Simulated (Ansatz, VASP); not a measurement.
**CrBiI3: VASP beside Ansatz**

Contents of INCAR:

```
SYSTEM = CrBiI3
ALGO = Normal ; EDIFF = 1E-7
ENCUT = 520 ; GGA = PE
ISIF = 2 ; ISMEAR = 0
ISPIN = 2 ; LASPH = .True.
LCHARG = .False. ; LMAXMIX = 4
LORBIT = 11 ; LREAL = .False.
LWAVE = .False. ; MAGMOM = 3 0 0 0 0
NBANDS = 36 ; NELM = 150
PREC = Accurate ; SIGMA = 0.1
```

KPOINTS

```
k-points
0
Gamma
  4 4 4
  0 0 0
```

File POSCAR:

```
CrBiI3
1.0
    5.4416452856      0.0000000000      0.0000000000
    0.0000000000      5.4416452856      0.0000000000
    0.0000000000      0.0000000000      5.4416452856
Cr Bi I
1 1 3
Direct
    0.0000000000      0.0000000000      0.0000000000
    0.5000000000      0.5000000000      0.5000000000
    0.0000000000      0.5000000000      0.5000000000
    0.5000000000      0.0000000000      0.5000000000
    0.5000000000      0.5000000000      0.0000000000
```

Input for Ansatz:

```yaml
crystal:
  lattice:
    - [5.4416452856, 0.0, 0.0]
    - [0.0, 5.4416452856, 0.0]
    - [0.0, 0.0, 5.4416452856]
  atoms:
    - { symbol: Cr, position: [0.0, 0.0, 0.0], spin: 3.0 }
    - { symbol: Bi, position: [0.5, 0.5, 0.5] }
    - { symbol: I, position: [0.0, 0.5, 0.5] }
    - { symbol: I, position: [0.5, 0.0, 0.5] }
    - { symbol: I, position: [0.5, 0.5, 0.0] }
basis:
  ecutwfc: 420
kpoints:
  mp_grid: { grid: [4, 4, 4] }
hamiltonian:
  xc: pbe
scf:
  occupations: { method: gaussian, width: 0.1 }
  lower_state_search: "off"
output:
  forces: true
  stress: true
  eigenvalues: true
  populations: true
magnetization:
  spin_polarized: true
```

Alike in both runs: task single point; functional PBE; k mesh 4 × 4 × 4; occupations gaussian, width 0.1 eV; collinear spin.

|  | VASP | Ansatz |
| --- | --- | --- |
| version | VASP 6.6.1 | Ansatz 0.2.0 |
| potentials or method | VASP PAW PBE potentials, release 64 (Cr_pv, Bi_d, I), cutoff 520 eV | scalar-relativistic, plane waves, PAW |
| valence electrons in the cell | 48 | 80 |

```tsv
	VASP	Ansatz	Ansatz less VASP
gap on the k mesh at the Fermi level (eV)	none	none	-
pressure (GPa)	18.6	18.7	+0.07
net moment per atom (μB)	1.16	1.16	0.000
size of the moment on the site where the two differ most (μB)	4.44	4.99	+0.542
```

Site moments also hang on the region over which each program counts them. A gap of «none» marks a metal or a gap that the smearing closes. VASP's potentials hold 48 valence electrons a cell and Ansatz's 80, so a difference there can come from the potentials and not from the codes.

Neither program's run includes spin-orbit coupling.
